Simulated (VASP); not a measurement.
# InP (F-43m) in VASP: notebook

The runs below take InP through single point, relaxation of cell and atoms, with PBEsol.

Everything below comes from runs of VASP 6.6.1. Logs are shortened: lines on timing, memory, paths and dates and some standing lists are left out, and cuts for length are marked.

## Step 1: The cell of the first run

It takes space group F-43m (No. 216, cubic). Conventional cell: a = 5.879 Å, b = 5.879 Å, c = 5.879 Å, α = 90.00°, β = 90.00°, γ = 90.00°. Within 3.4 Å of In (site symmetry -43m) lie 4 P at 2.55 Å. Within 3.4 Å of P (site symmetry -43m) lie 4 In at 2.55 Å.

## Step 2: Single point, PBEsol

INCAR

```
  PREC = Accurate
  ENCUT = 520
  EDIFF = 1E-7
  ISMEAR = -1
  SIGMA = 0.08
  LREAL = F
  LASPH = T
  NELM = 100
  ALGO = Normal
  ISIF = 2
  LWAVE = F
  LCHARG = F
  GGA = PS
  NBANDS = 16
```

KPOINTS

```
Automatic mesh
0
Gamma
  12 12 12
```

POSCAR

```
InP
1.0
    2.9392821591      2.9392821591      0.0000000000
   -2.9392821591      2.9392821591      0.0000000000
    0.0000000000      2.9392821591      2.9392821591
In P
1 1
Direct
    0.0000000000      0.0000000000      0.0000000000
    0.7500000000      0.2500000000      0.5000000000
```

Potentials or basis: VASP PAW PBE potentials, release 64 (In_d, P).

Command:

```
$ cat potpaw_PBE.64/In_d/POTCAR potpaw_PBE.64/P/POTCAR > POTCAR
$ mpirun -np 1 vasp_std > vasp.out
```

OUTCAR:

```text
PREC = Accurate
   ENCUT = 520
   EDIFF = 1E-7
   ISMEAR = -1
   LREAL = F
   LASPH = T
   NELM = 100
   ISIF = 2
   GGA = PS

 ion  position               nearest neighbor table
   1  0.000  0.000  0.000-   2 2.55   2 2.55   2 2.55   2 2.55
   2  0.750  0.250  0.500-   1 2.55   1 2.55   1 2.55   1 2.55

  LATTYP: Found a face centered cubic cell.
 ALAT       =     5.8785643182

  Lattice vectors:

 A1 = (   0.0000000000,   2.9392821591,   2.9392821591)
 A2 = (   2.9392821591,   0.0000000000,   2.9392821591)
 A3 = (   2.9392821591,   2.9392821591,   0.0000000000)

Analysis of symmetry for initial positions (statically):
=====================================================================
 Subroutine PRICEL returns:
 Original cell was already a primitive cell.

 Routine SETGRP: Setting up the symmetry group for a
 face centered cubic supercell.

 Subroutine GETGRP returns: Found 24 space group operations
 (whereof 24 operations were pure point group operations)
 out of a pool of 48 trial point group operations.

The static configuration has the point symmetry T_d .

Analysis of symmetry for dynamics (positions and initial velocities):
=====================================================================
 Subroutine PRICEL returns:
 Original cell was already a primitive cell.

 Routine SETGRP: Setting up the symmetry group for a
 face centered cubic supercell.

 Subroutine GETGRP returns: Found 24 space group operations
 (whereof 24 operations were pure point group operations)
 out of a pool of 48 trial point group operations.

The dynamic configuration has the point symmetry T_d .

 Subroutine INISYM returns: Found 24 space group operations
 (whereof 24 operations are pure point group operations),
 and found     1 'primitive' translations

----------------------------------------------------------------------------------------

                                     Primitive cell

  volume of cell :      50.7871

  direct lattice vectors                    reciprocal lattice vectors
     2.939282159  2.939282159  0.000000000     0.170109562  0.170109562 -0.170109562
    -2.939282159  2.939282159  0.000000000    -0.170109562  0.170109562 -0.170109562
     0.000000000  2.939282159  2.939282159     0.000000000  0.000000000  0.340219124

  length of vectors
     4.156772693  4.156772693  4.156772693     0.294638404  0.294638404  0.340219124

  position of ions in fractional coordinates (direct lattice)
     0.000000000  0.000000000  0.000000000
     0.750000000  0.250000000  0.500000000

  ion indices of the primitive-cell ions
   primitive index   ion index
                 1           1
                 2           2

----------------------------------------------------------------------------------------

 KPOINTS: Automatic mesh

Automatic generation of k-mesh.
 Grid dimensions read from file:
 generate k-points for:   12   12   12

 Generating k-lattice:

  Cartesian coordinates                     Fractional coordinates (reciprocal lattice)
     0.014175797  0.014175797 -0.014175797     0.083333333  0.000000000  0.000000000
    -0.014175797  0.014175797 -0.014175797     0.000000000  0.083333333  0.000000000
     0.000000000  0.000000000  0.028351594     0.000000000  0.000000000  0.083333333

  Length of vectors
     0.024553200  0.024553200  0.028351594

  Shift w.r.t. Gamma in fractional coordinates (k-lattice)
     0.000000000  0.000000000  0.000000000

 Subroutine IBZKPT returns following result:
 ===========================================

 Found     72 irreducible k-points:

 Following reciprocal coordinates:
            Coordinates               Weight
  0.000000  0.000000  0.000000      1.000000
  0.083333  0.000000  0.000000      8.000000
  0.166667  0.000000  0.000000      8.000000
  0.250000  0.000000  0.000000      8.000000
  0.333333  0.000000  0.000000      8.000000
  0.416667  0.000000  0.000000      8.000000
[... 16 lines left out ...]
  0.500000  0.166667  0.000000     24.000000
 -0.416667  0.166667  0.000000     24.000000
 [... further k-points ...]
   k-points           NKPTS =     72   k-points in BZ     NKDIM =     72   number of bands    NBANDS=     16
   number of dos      NEDOS =    301   number of ions     NIONS =      2
   total plane-waves  NPLWV =  32768
   dimension x,y,z NGX =    32 NGY =   32 NGZ =   32
   dimension x,y,z NGXF=    64 NGYF=   64 NGZF=   64
   ions per type =               1   1
   NGX,Y,Z   is equivalent  to a cutoff of  12.80, 12.80, 12.80 a.u.
   NGXF,Y,Z  is equivalent  to a cutoff of  25.60, 25.60, 25.60 a.u.
 SYSTEM =  unknown system
   PREC   = accura    normal or accurate (medium, high low for compatibility)
   ISTART =      0    job   : 0-new  1-cont  2-samecut
   ICHARG =      2    charge: 1-file 2-atom 10-const
   ISPIN  =      1    spin polarized calculation?
   LNONCOLLINEAR =      F non collinear calculations
   LSORBIT =      F    spin-orbit coupling
   LASPH  =      T    aspherical Exc in radial PAW
   ENCUT  =  520.0 eV  38.22 Ry    6.18 a.u.   7.73  7.73  7.73*2*pi/ulx,y,z
   NELM   =    100;   NELMIN=  2; NELMDL= -5     # of ELM steps
   EDIFF  = 0.1E-06   stopping-criterion for ELM
   LREAL  =      F    real-space projection
   EDIFFG = 0.1E-05   stopping-criterion for IOM
   NSW    =      0    number of steps for IOM
   IBRION =     -1    ionic relax: 0-MD 1-quasi-New 2-CG
   NFREE  =      0    steps in history (QN), initial steepest desc. (CG)
   ISIF   =      2    stress and relaxation
   ISYM   =      2    0-nonsym 1-usesym 2-fastsym
   POTIM  = 0.5000    time-step for ionic-motion
   TEBEG  =    0.0;   TEEND  =   0.0 temperature during run
   PSTRESS=    0.0 pullay stress
   NELECT =      18.0000    total number of electrons
   NUPDOWN=      -1.0000    fix difference up-down
   EMIN   =  10.00;   EMAX   =-10.00  energy-range for DOS
   EFERMI =   0.00;   METHOD = LEGACY
   ISMEAR =    -1;   SIGMA  =   0.08  broadening in eV -4-tet -1-fermi 0-gaus
   EFERMI_NEDOS =   21; number of points for ismear=-14 and -15
   IALGO  =     38    algorithm
   IMIX   =      4    mixing-type and parameters
     AMIX     =   0.40;   BMIX     =  1.00
     AMIX_MAG =   1.60;   BMIX_MAG =  1.00
  volume/ion in A,a.u.               =      25.39       171.36
  Fermi-wavevector in a.u.,A,eV,Ry     =   1.158549  2.189340 18.262225  1.342236
  Thomas-Fermi vector in A             =   2.295150
   LORBIT       =      0    0 simple, 1 ext, 2 COOP (PROOUT), +10 PAW based schemes
   GGA     = PS    functional components
   LHFCALC =     F    Hartree Fock is set to
   AEXX    =    0.0000 exact exchange contribution
   IVDW    =     0    specifies the selected vdW correction
   LEPSILON=     F    determine dielectric tensor
   LRPA    =     F    only Hartree local field effects (RPA)
 non-spin polarized calculation
  energy-cutoff  :      520.00
  volume of cell :       50.79
 maximum number of plane-waves:      1391
   NGX = 15   NGY = 15   NGZ = 15

 number of electron      18.0000007 magnetization

 Free energy of the ion-electron system (eV)
  ---------------------------------------------------
  ext. energy  EPLUGINS =         0.00000000
  ---------------------------------------------------
  free energy    TOTEN  =        -9.15716627 eV

  energy without entropy =       -9.15706854  energy(sigma->0) =       -9.15711741

 E-fermi :   5.3847     XC(G=0):  -9.4400

 val. band max:        4.9926248526   @ k =   0.0000   0.0000   0.0000
 cond. band min:       5.5598067140   @ k =   0.0000   0.0000   0.0000
 fundamental gap:      0.5671818614
 Fermi energy:         5.3847430469

 k-point     1 :       0.0000    0.0000    0.0000
  band No.  band energies     occupation
      1      -9.1367      2.00000
      2      -9.1367      2.00000
      3      -9.1367      2.00000
      4      -8.9864      2.00000
      5      -8.9864      2.00000
      6      -6.4937      2.00000
[... 8 lines left out ...]
     15      14.4086      0.00000
     16      14.4086      0.00000

 k-point     2 :       0.0833    0.0000    0.0000
  band No.  band energies     occupation
      1      -9.1454      2.00000
      2      -9.1333      2.00000
      3      -9.1333      2.00000
      4      -8.9865      2.00000
      5      -8.9865      2.00000
      6      -6.4140      2.00000
[... 8 lines left out ...]
     15      14.0064      0.00000
     16      14.0064      0.00000

 k-point     3 :       0.1667    0.0000    0.0000
  band No.  band energies     occupation
      1      -9.1683      2.00000
      2      -9.1245      2.00000
      3      -9.1245      2.00000
      4      -8.9861      2.00000
      5      -8.9861      2.00000
      6      -6.1818      2.00000
[... 8 lines left out ...]
     15      13.5433      0.00000
     16      14.2507      0.00000

 k-point     4 :       0.2500    0.0000    0.0000
  band No.  band energies     occupation
      1      -9.1983      2.00000
      2      -9.1137      2.00000
      3      -9.1137      2.00000
      4      -8.9839      2.00000
      5      -8.9839      2.00000
      6      -5.8195      2.00000
[... 8 lines left out ...]
     15      13.5079      0.00000
     16      13.9143      0.00000

 k-point     5 :       0.3333    0.0000    0.0000
  band No.  band energies     occupation
      1      -9.2270      2.00000
      2      -9.1049      2.00000
      3      -9.1049      2.00000
      4      -8.9797      2.00000
      5      -8.9797      2.00000
      6      -5.3759      2.00000
[... 8 lines left out ...]
     15      14.0194      0.00000
     16      14.0194      0.00000

 k-point     6 :       0.4167    0.0000    0.0000
  band No.  band energies     occupation
      1      -9.2472      2.00000
      2      -9.0999      2.00000
      3      -9.0999      2.00000
      4      -8.9752      2.00000
      5      -8.9752      2.00000
      6      -4.9595      2.00000
[... 8 lines left out ...]
     15      14.9158      0.00000
     16      14.9158      0.00000
[... 267 lines left out ...]
 k-point    21 :       0.3333    0.1667    0.0000
  band No.  band energies     occupation
      1      -9.2502      2.00000
      2      -9.0936      2.00000
      3      -9.0879      2.00000
      4      -8.9838      2.00000
      5      -8.9794      2.00000
      6      -4.8730      2.00000
[... 8 lines left out ...]
     15      14.8750      0.00000
     16      16.0191      0.00000

 k-point    22 :       0.4167    0.1667    0.0000
  band No.  band energies     occupation
      1      -9.2611      2.00000
      2      -9.0914      2.00000
      3      -9.0822      2.00000
      4      -8.9838      2.00000
      5      -8.9758      2.00000
      6      -4.5989      2.00000
[... 8 lines left out ...]
     15      14.6179      0.00000
     16      15.5936      0.00000

 k-point    23 :       0.5000    0.1667    0.0000
  band No.  band energies     occupation
      1      -9.2622      2.00000
      2      -9.0903      2.00000
      3      -9.0805      2.00000
      4      -8.9907      2.00000
      5      -8.9699      2.00000
      6      -4.6559      2.00000
[... 8 lines left out ...]
     15      15.6375      0.00000
     16      15.8041      0.00000

 k-point    24 :      -0.4167    0.1667    0.0000
  band No.  band energies     occupation
      1      -9.2533      2.00000
      2      -9.0910      2.00000
      3      -9.0827      2.00000
      4      -8.9978      2.00000
      5      -8.9683      2.00000
      6      -5.0000      2.00000
[... 8 lines left out ...]
     15      15.4832      0.00000
     16      15.5157      0.00000

 [... further k-points ...]
[... 5 lines left out ...]
  --------------------------------------------------------------------------------------
  -------------------------------------------------------------------------------------
  Total       -0.0058595     -0.0058595     -0.0058595      0.0000000     -0.0000000      0.0000000
  in kB       -0.1848482     -0.1848482     -0.1848482      0.0000000     -0.0000000      0.0000000
  external PRESSURE =      -0.1848482 kB  Pullay stress =       0.0000000 kB

 VOLUME and BASIS-vectors are now :
 -----------------------------------------------------------------------------
  energy-cutoff  :      520.00
  volume of cell :       50.79
      direct lattice vectors                 reciprocal lattice vectors
     2.939282159  2.939282159  0.000000000     0.170109562  0.170109562 -0.170109562
    -2.939282159  2.939282159  0.000000000    -0.170109562  0.170109562 -0.170109562
     0.000000000  2.939282159  2.939282159     0.000000000  0.000000000  0.340219124

 POSITION                                       TOTAL-FORCE (eV/Angst)
 -----------------------------------------------------------------------------------
      0.00000      0.00000      0.00000        -0.000000     -0.000000      0.000000
      1.46964      4.40892      1.46964         0.000000      0.000000      0.000000
 -----------------------------------------------------------------------------------
    total drift:                                0.000000      0.000000     -0.000000

  FREE ENERGIE OF THE ION-ELECTRON SYSTEM (eV)
  ---------------------------------------------------
  free  energy   TOTEN  =        -9.1571662740 eV

  energy  without entropy=       -9.1570685361  energy(sigma->0) =       -9.15711741
```

Run time: 82 s. Hardware: 1 thread of Intel Xeon 8259CL, shared host; peak memory 0.21 GiB.

Results:

```yaml
Free_energy: -9.1572 eV
Pressure: 0.0 GPa
Band_gap_on_the_k_mesh: 0.57 eV
```

Caveat: semilocal functionals underestimate gaps, and a narrow one can read as zero; the PAW data sets were made with another functional, which shifts forces and pressure a little; spin-orbit coupling is left out, which moves the levels of the heavy elements.

(Continued in part 2 of 2.)
